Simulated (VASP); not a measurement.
# La16HO24 (a cell with a defect) in VASP: single point with PBE

Aim: the single point of La16HO24 (a cell with a defect) with PBE.

Everything below comes from runs of VASP 6.6.1. Logs are shortened: lines on timing, memory, paths and dates and some standing lists are left out, and cuts for length are marked.

### Step 1. The cell of the first run

The cell holds a defect, 41 atoms: a = 7.881 Å, b = 7.881 Å, c = 12.376 Å, α = 90.00°, β = 90.00°, γ = 120.00°.

### Step 2. Single point, PBE

INCAR reads:

```
PREC     = Accurate       # precision mode
ENCUT    = 520            # plane-wave cutoff, eV
EDIFF    = 1E-6           # SCF threshold, eV
ISMEAR   = -1             # smearing method
SIGMA    = 0.01           # smearing width, eV
LREAL    = Auto         
LASPH    = T              # aspherical terms in the spheres
NELM     = 200            # most SCF steps
ALGO     = Normal         # electronic algorithm
ISIF     = 2              # what is computed and relaxed
LWAVE    = F              # write WAVECAR
LCHARG   = F              # write CHGCAR
GGA      = PE             # functional
NBANDS   = 186            # bands
NELECT   = 320.0        
GGA_COMPAT= F            
LMAXMIX  = 6              # l up to which the mixer works
ISYM     = -1
```

KPOINTS reads:

```
explicit points
1
Reciprocal
  0.25000000   0.25000000   0.25000000 1
```

POSCAR reads:

```
La16HO24
1.0
    7.8811453700     -0.0000000600      0.0000000000
   -3.9405726400      6.8252721300      0.0000000000
    0.0000000000      0.0000000000     12.3757188400
La O H
16 24 1
Direct
    0.3362869857      0.1648249328      0.3727763259
    0.1712476282      0.3398986833      0.1232947370
    0.3371424293      0.1677237183      0.8747375518
    0.1553173646      0.3313271568      0.6270150526
    0.3350360366      0.6712353636      0.3733101131
    0.1682710360      0.8380229976      0.1191786125
    0.3381433998      0.6696273692      0.8748421114
    0.1656268754      0.8380049764      0.6221270942
    0.8387644902      0.1688779624      0.3740869569
    0.6676968981      0.3395167249      0.1231076772
    0.8388865698      0.1701747605      0.8849582914
    0.6757811320      0.3282985642      0.6269092810
    0.8416528323      0.6700943147      0.3730804699
    0.6669014683      0.8352071436      0.1234510916
    0.8357153998      0.6685907848      0.8747797312
    0.6767419200      0.8569702320      0.6273583862
    0.3368136475      0.1680586500      0.1769832547
    0.1732494809      0.3397298989      0.3233593985
    0.0055396912     -0.0001068089     -0.0016247137
    0.3409994836      0.1756801777      0.6722464454
    0.1683237614      0.3373540228      0.8247621922
   -0.0006666820      0.0097924301      0.5040239747
    0.3363813847      0.6702852184      0.1777377160
    0.1691267947      0.8378162660      0.3247234405
    0.0053261017      0.5082443504     -0.0007037167
    0.3420776983      0.6662534378      0.6712155558
    0.1661781195      0.8362413837      0.8160928776
   -0.0006672314      0.4950982079      0.5021941012
    0.8376569141      0.1689812550      0.1744376248
    0.6676523311      0.3390654608      0.3233680445
    0.4964838377     -0.0003782956     -0.0015654848
    0.8388989563      0.1726430870      0.6864684880
    0.6695351160      0.3365859993      0.8246812272
    0.5137761213      0.0097659155      0.5032868054
    0.8386324164      0.6699127834      0.1777950864
    0.6672740516      0.8340855766      0.3242675478
    0.5046703133      0.5063962234      0.0014466230
    0.8249381593      0.6636706879      0.6697357226
    0.6703916656      0.8413617700      0.8240291438
    0.5002731908      0.4995973736      0.4923246139
    0.5122212621      0.5131008646      0.5703178208
```

Potentials or basis: VASP PAW PBE potentials, release 64 (La, O, H).

The run is started by

```
> cat potpaw_PBE.64/La/POTCAR potpaw_PBE.64/O/POTCAR potpaw_PBE.64/H/POTCAR > POTCAR
> mpirun -np 1 vasp_std > vasp.out
```

OUTCAR:

```text
PREC = Accurate
   ENCUT = 520
   EDIFF = 1E-6
   ISMEAR = -1
   LREAL = Auto
   LASPH = T
   NELM = 200
   ISIF = 2
   GGA = PE
   NELECT = 320.0
   ISYM = -1

 ion  position               nearest neighbor table
   1  0.336  0.165  0.373-  24 2.31  30 2.34  18 2.39  17 2.42  40 2.72  34 2.79  22 2.82
   2  0.171  0.340  0.123-  23 2.35  29 2.36  17 2.40  18 2.48  37 2.73  25 2.75  19 2.79
   3  0.337  0.168  0.875-  33 2.35  27 2.38  21 2.39  20 2.51  31 2.71  19 2.73  37 2.79
   4  0.155  0.331  0.627-  32 2.28  26 2.36  20 2.40  21 2.45  22 2.67  28 2.67
   5  0.335  0.671  0.373-  18 2.35  36 2.35  24 2.35  23 2.42  40 2.73  28 2.79  34 2.82
   6  0.168  0.838  0.119-  17 2.36  35 2.36  23 2.40  24 2.54  19 2.67  31 2.69  25 2.70
   7  0.338  0.670  0.875-  21 2.35  39 2.35  27 2.42  26 2.52  31 2.72  37 2.74  25 2.74
   8  0.166  0.838  0.622-  20 2.39  38 2.40  27 2.40  26 2.45  22 2.73  28 2.77  34 2.79
   9  0.839  0.169  0.374-  36 2.37  18 2.37  30 2.41  29 2.47  22 2.71  28 2.73  34 2.73
  10  0.668  0.340  0.123-  35 2.35  17 2.36  29 2.41  30 2.48  37 2.71  25 2.77  31 2.79
  11  0.839  0.170  0.885-  39 2.37  21 2.37  33 2.41  32 2.46  19 2.69  25 2.71  31 2.73
  12  0.676  0.328  0.627-  32 2.30  38 2.35  20 2.36  33 2.45  34 2.66  28 2.69
  13  0.842  0.670  0.373-  24 2.31  30 2.34  36 2.39  35 2.42  40 2.76  28 2.78
  14  0.667  0.835  0.123-  23 2.35  29 2.36  35 2.40  36 2.49  37 2.70  31 2.76  19 2.78
  15  0.836  0.669  0.875-  33 2.35  27 2.37  39 2.39  38 2.54  25 2.73  19 2.73  37 2.75
  16  0.677  0.857  0.627-  32 2.28  26 2.35  38 2.40  39 2.44  34 2.65  22 2.68
  17  0.337  0.168  0.177-  10 2.36   6 2.36   2 2.40   1 2.42
  18  0.173  0.340  0.323-   5 2.35   9 2.37   1 2.39   2 2.48
  19  0.006  1.000  0.998-   6 2.67  11 2.69  15 2.73   3 2.73  14 2.78   2 2.79
  20  0.341  0.176  0.672-  12 2.36   8 2.39   4 2.40   3 2.51
  21  0.168  0.337  0.825-   7 2.35  11 2.37   3 2.39   4 2.45
  22  0.999  0.010  0.504-   4 2.67  16 2.68   9 2.71   8 2.73   1 2.82
  23  0.336  0.670  0.178-   2 2.35  14 2.35   6 2.40   5 2.42
  24  0.169  0.838  0.325-   1 2.31  13 2.31   5 2.35   6 2.54
  25  0.005  0.508  0.999-   6 2.70  11 2.71  15 2.73   7 2.74   2 2.75  10 2.77
  26  0.342  0.666  0.671-  16 2.35   4 2.36   8 2.45   7 2.52
  27  0.166  0.836  0.816-  15 2.37   3 2.38   8 2.40   7 2.42
  28  0.999  0.495  0.502-   4 2.67  12 2.69   9 2.73   8 2.77  13 2.78   5 2.79
  29  0.838  0.169  0.174-   2 2.36  14 2.36  10 2.41   9 2.47
  30  0.668  0.339  0.323-  13 2.34   1 2.34   9 2.41  10 2.48
  31  0.496  1.000  0.998-   6 2.69   3 2.71   7 2.72  11 2.73  14 2.76  10 2.79
  32  0.839  0.173  0.686-  16 2.28   4 2.28  12 2.30  11 2.46
  33  0.670  0.337  0.825-  15 2.35   3 2.35  11 2.41  12 2.45
  34  0.514  0.010  0.503-  16 2.65  12 2.66   9 2.73   1 2.79   8 2.79   5 2.82
  35  0.839  0.670  0.178-  10 2.35   6 2.36  14 2.40  13 2.42
  36  0.667  0.834  0.324-   5 2.35   9 2.37  13 2.39  14 2.49
  37  0.505  0.506  0.001-  14 2.70  10 2.71   2 2.73   7 2.74  15 2.75   3 2.79
  38  0.825  0.664  0.670-  12 2.35  16 2.40   8 2.40  15 2.54
  39  0.670  0.841  0.824-   7 2.35  11 2.37  15 2.39  16 2.44
  40  0.500  0.500  0.492-  41 0.97   1 2.72   5 2.73  13 2.76
  41  0.512  0.513  0.570-  40 0.97

IMPORTANT INFORMATION: All symmetrisations will be switched off!
NOSYMM: (Re-)initialisation of all symmetry stuff for point group C_1.

----------------------------------------------------------------------------------------

                                     Primitive cell

  volume of cell :     665.7018

  direct lattice vectors                    reciprocal lattice vectors
     7.881145370 -0.000000060  0.000000000     0.126885111  0.073257152  0.000000000
    -3.940572640  6.825272130  0.000000000     0.000000001  0.146514305  0.000000000
     0.000000000  0.000000000 12.375718840     0.000000000  0.000000000  0.080803387

  length of vectors
     7.881145370  7.881145372 12.375718840     0.146514305  0.146514305  0.080803387

  position of ions in fractional coordinates (direct lattice)
     0.336286986  0.164824933  0.372776326
     0.171247628  0.339898683  0.123294737
     0.337142429  0.167723718  0.874737552
     0.155317365  0.331327157  0.627015053
     0.335036037  0.671235364  0.373310113
     0.168271036  0.838022998  0.119178613
[... 33 lines left out ...]
     0.500273191  0.499597374  0.492324614
     0.512221262  0.513100865  0.570317821

  ion indices of the primitive-cell ions
   primitive index   ion index
                 1           1
                 2           2
                 3           3
                 4           4
                 5           5
                 6           6
[... 33 lines left out ...]
                40          40
                41          41

----------------------------------------------------------------------------------------

 KPOINTS: explicit points

Read explicit list of k-points.

 Found      1 k-points:

 Following reciprocal coordinates:
            Coordinates               Weight
  0.250000  0.250000  0.250000      1.000000
   k-points           NKPTS =      1   k-points in BZ     NKDIM =      1   number of bands    NBANDS=    186
   number of dos      NEDOS =    301   number of ions     NIONS =     41
   total plane-waves  NPLWV = 345600
   dimension x,y,z NGX =    60 NGY =   60 NGZ =   96
   dimension x,y,z NGXF=   120 NGYF=  120 NGZF=  192
   ions per type =              16  24   1
   NGX,Y,Z   is equivalent  to a cutoff of  12.66, 12.66, 12.90 a.u.
   NGXF,Y,Z  is equivalent  to a cutoff of  25.31, 25.31, 25.79 a.u.
 SYSTEM =  unknown system
   PREC   = accura    normal or accurate (medium, high low for compatibility)
   ISTART =      0    job   : 0-new  1-cont  2-samecut
   ICHARG =      2    charge: 1-file 2-atom 10-const
   ISPIN  =      1    spin polarized calculation?
   LNONCOLLINEAR =      F non collinear calculations
   LSORBIT =      F    spin-orbit coupling
   LASPH  =      T    aspherical Exc in radial PAW
   ENCUT  =  520.0 eV  38.22 Ry    6.18 a.u.  14.65 14.65 23.01*2*pi/ulx,y,z
   NELM   =    200;   NELMIN=  2; NELMDL= -5     # of ELM steps
   EDIFF  = 0.1E-05   stopping-criterion for ELM
   LREAL  =      T    real-space projection
   EDIFFG = 0.1E-04   stopping-criterion for IOM
   NSW    =      0    number of steps for IOM
   IBRION =     -1    ionic relax: 0-MD 1-quasi-New 2-CG
   NFREE  =      0    steps in history (QN), initial steepest desc. (CG)
   ISIF   =      2    stress and relaxation
   ISYM   =     -1    0-nonsym 1-usesym 2-fastsym
   POTIM  = 0.5000    time-step for ionic-motion
   TEBEG  =    0.0;   TEEND  =   0.0 temperature during run
   PSTRESS=    0.0 pullay stress
   NELECT =     320.0000    total number of electrons
   NUPDOWN=      -1.0000    fix difference up-down
   EMIN   =  10.00;   EMAX   =-10.00  energy-range for DOS
   EFERMI =   0.00;   METHOD = LEGACY
   ISMEAR =    -1;   SIGMA  =   0.01  broadening in eV -4-tet -1-fermi 0-gaus
   EFERMI_NEDOS =   21; number of points for ismear=-14 and -15
   IALGO  =     38    algorithm
   IMIX   =      4    mixing-type and parameters
     AMIX     =   0.40;   BMIX     =  1.00
     AMIX_MAG =   1.60;   BMIX_MAG =  1.00
  volume/ion in A,a.u.               =      16.24       109.57
  Fermi-wavevector in a.u.,A,eV,Ry     =   1.282424  2.423430 22.376289  1.644611
  Thomas-Fermi vector in A             =   2.414736
   LORBIT       =      0    0 simple, 1 ext, 2 COOP (PROOUT), +10 PAW based schemes
   GGA     = PE    functional components
   LHFCALC =     F    Hartree Fock is set to
   AEXX    =    0.0000 exact exchange contribution
   IVDW    =     0    specifies the selected vdW correction
   LEPSILON=     F    determine dielectric tensor
   LRPA    =     F    only Hartree local field effects (RPA)
 non-spin polarized calculation
  energy-cutoff  :      520.00
  volume of cell :      665.70
 maximum number of plane-waves:     17910
 NGX is ok and might be reduce to    60
   NGX = 29   NGY = 29   NGZ = 47

 number of electron     319.9999996 magnetization

 Free energy of the ion-electron system (eV)
  ---------------------------------------------------
  ext. energy  EPLUGINS =         0.00000000
  ---------------------------------------------------
  free energy    TOTEN  =      -345.84948085 eV

  energy without entropy =     -345.84948085  energy(sigma->0) =     -345.84948085

 E-fermi :   6.0131     XC(G=0): -10.3772

 val. band max:        5.7709092208   @ k =   0.2500   0.2500   0.2500
 cond. band min:       9.7160041915   @ k =   0.2500   0.2500   0.2500
 fundamental gap:      3.9450949707
 Fermi energy:         6.0131499961

 k-point     1 :       0.2500    0.2500    0.2500
  band No.  band energies     occupation
      1     -23.9646      2.00000
      2     -23.9146      2.00000
      3     -23.8994      2.00000
      4     -23.8844      2.00000
      5     -23.8536      2.00000
      6     -23.8369      2.00000
[... 164 lines left out ...]
    171      10.4831      0.00000
    172      10.5057      0.00000
 [bands above 172 left out]

------------------------ aborting loop because EDIFF is reached ----------------------------------------

  FORCE on cell =-STRESS in cart. coord.  units (eV):
  Direction    XX          YY          ZZ          XY          YZ          ZX
  --------------------------------------------------------------------------------------
  -------------------------------------------------------------------------------------
  Total       -8.5170459     -5.5200850     -9.3917096      1.4894826     -0.2002301      0.3203040
  in kB      -20.4983936    -13.2854603    -22.6034897      3.5848110     -0.4819036      0.7708913
  external PRESSURE =     -18.7957812 kB  Pullay stress =       0.0000000 kB

 VOLUME and BASIS-vectors are now :
 -----------------------------------------------------------------------------
  energy-cutoff  :      520.00
  volume of cell :      665.70
      direct lattice vectors                 reciprocal lattice vectors
     7.881145370 -0.000000060  0.000000000     0.126885111  0.073257152  0.000000000
    -3.940572640  6.825272130  0.000000000     0.000000001  0.146514305  0.000000000
     0.000000000  0.000000000 12.375718840     0.000000000  0.000000000  0.080803387

 POSITION                                       TOTAL-FORCE (eV/Angst)
 -----------------------------------------------------------------------------------
      2.00082      1.12497      4.61337        -0.003967      0.006608     -0.015904
      0.01023      2.31990      1.52586         0.002213     -0.002265      0.016393
      1.99614      1.14476     10.82551         0.004903     -0.002580     -0.005200
     -0.08154      2.26140      7.75976        -0.002460      0.001794      0.017709
     -0.00458      4.58136      4.61998         0.000890      0.002377     -0.016852
     -1.97612      5.71973      1.47492        -0.000763     -0.001293      0.010191
[... 33 lines left out ...]
      1.97403      3.40989      6.09287        -0.001653     -0.013752     -0.128585
      2.01498      3.50205      7.05809        -0.014631      0.005573      0.127542
 -----------------------------------------------------------------------------------
    total drift:                                0.003453      0.016632     -0.000844

  FREE ENERGIE OF THE ION-ELECTRON SYSTEM (eV)
  ---------------------------------------------------
  free  energy   TOTEN  =      -345.8494808471 eV

  energy  without entropy=     -345.8494808470  energy(sigma->0) =     -345.84948085
```

Run time: 10 min. Hardware: 1 thread of Intel Xeon Platinum 8488C (Sapphire Rapids), shared host; peak memory 0.75 GiB.

What came out:

* Free energy: -345.8495 eV
* Largest force: 0.129 eV/Å

Forces in eV/Å, atoms in the order of the input:
```
La  -0.004  0.007 -0.016
La   0.002 -0.002  0.016
La   0.005 -0.003 -0.005
La  -0.002  0.002  0.018
La   0.001  0.002 -0.017
La  -0.001 -0.001  0.010
La  -0.005  0.000 -0.005
La   0.011 -0.005  0.009
La   0.000  0.004 -0.009
La  -0.008  0.004  0.014
La  -0.002 -0.001 -0.016
La  -0.008  0.005  0.014
La  -0.007  0.002 -0.018
La   0.002  0.002  0.018
La   0.010 -0.003 -0.009
La   0.001  0.030  0.022
O    0.006  0.000  0.002
O   -0.001  0.000  0.002
O   -0.002  0.001  0.006
O   -0.001  0.003 -0.011
O   -0.003  0.001  0.004
O   -0.006  0.004 -0.003
O    0.001  0.001 -0.001
O    0.004 -0.006  0.009
O    0.001  0.001 -0.004
O    0.004 -0.006 -0.013
O    0.007  0.001  0.004
O   -0.002 -0.004  0.004
O   -0.002  0.000 -0.008
O    0.000  0.000  0.007
O    0.002  0.006 -0.002
O    0.005 -0.023 -0.007
O   -0.003  0.003  0.001
O    0.002  0.002 -0.003
O    0.004 -0.001 -0.003
O    0.000 -0.006 -0.002
O    0.001 -0.008 -0.003
O    0.006  0.001 -0.002
O   -0.002 -0.002  0.000
O   -0.002 -0.014 -0.129
H   -0.015  0.006  0.128
```

Levels at points of the mesh, in eV from the Fermi level:
| k point | band 158 | band 159 | band 160 | band 161 | band 162 | band 163 |
| --- | --- | --- | --- | --- | --- | --- |
| (0.25, 0.25, 0.25) | -0.30 | -0.29 | -0.24 | 3.70 | 3.82 | 3.94 |

Caveat: the cell carries a net charge on a neutralising background, which shifts energy and pressure; the cell is charged against a uniform background, so pressure and absolute levels hang on convention; spin-orbit coupling is left out, which moves the levels of the heavy elements.
